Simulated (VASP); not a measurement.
MgO:

```
Mg O
1.0
     2.55619    0.00000    0.00000
     0.00000    2.62335    0.00000
     0.00000    0.00000    2.62335
Mg O
1 1
Direct
  0.00000 0.00000 0.00000
  0.50000 0.50000 0.50000
```

This cell differs from its parent crystal: uniaxial x strain -2.6%.

Base run:

| Item | Value |
| --- | --- |
| Program | VASP 6.6.1 |
| Functional | r2SCAN |
| Potentials or basis | VASP PAW PBE potentials, release 64 (Mg, O) |
| Cutoff | 520 eV |
| k mesh | 10 × 10 × 10 |
| Occupations | gaussian, width 0.01 eV |
| Spin | no spin polarisation |

Its results: band gap on the k mesh 3.49 eV, indirect (least direct gap 4.48 eV); pressure 3.2 GPa.

The run is repeated on the same cell with these changes: functional from r2SCAN to PBE; occupations from gaussian, width 0.01 eV to fermi-dirac, width 0.02 eV. What comes out?

Band gap on the k mesh 2.66 eV, indirect (least direct gap 3.61 eV); pressure 10.1 GPa.

Caveats: the PAW data sets were made with another functional, which shifts forces and pressure a little (some runs).

A k mesh can miss the band edges.
